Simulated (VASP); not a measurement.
Set up this calculation in VASP 6.6.1, as the native input.

- Task: single point
- Functional: LDA
- Potentials or basis: VASP PAW LDA potentials, release 64 (C, O)
- Cutoff: 520 eV
- k mesh: 5 × 5 × 5
- Occupations: gaussian, width 0.01 eV
- Spin: no spin polarisation
- Dipole correction: no
- Further INCAR settings: ALGO = Normal; EDIFF = 1e-06; NBANDS = 25

The structure of CO2 lies in POSCAR:

```
CO2
1.0
    4.1089636266      0.0000000000      0.0000000000
    0.0000000000      4.1089636266      0.0000000000
    0.0000000000      0.0000000000      4.3686188202
C O
2 4
Direct
    0.0000000000      0.0000000000      0.0000000000
    0.5000000000      0.5000000000      0.5000000000
    0.1996948612      0.1996948612      0.0000000000
    0.3003051388      0.6996948612      0.5000000000
    0.8003051388      0.8003051388      0.0000000000
    0.6996948612      0.3003051388      0.5000000000
```

These files were run (other wordings do the same):

INCAR

```
ALGO = Normal ; EDIFF = 1E-6
ENCUT = 520 ; GGA = CA
ISIF = 2 ; ISMEAR = 0
LASPH = True ; LCHARG = False
LREAL = False ; LWAVE = False
NBANDS = 25 ; NELM = 80
PREC = Accurate ; SIGMA = 0.01
```

KPOINTS

```
k-points
0
Gamma
  5 5 5
```

Potentials or basis: VASP PAW LDA potentials, release 64 (C, O).

Run with:

```sh
$ cat potpaw_LDA.64/C/POTCAR potpaw_LDA.64/O/POTCAR > POTCAR
$ mpirun -np 1 vasp_std > vasp.out
```

It gave:

The pressure is 2.3 GPa and the largest force is 0.802 eV/Å. The band gap on the k mesh is 6.54 eV, indirect (least direct gap 7.07 eV).

Wall time 8.1 s on 1 thread of Intel(R) Xeon(R) 6975P-C (Granite Rapids), on a shared host, peak memory 0.15 GiB.
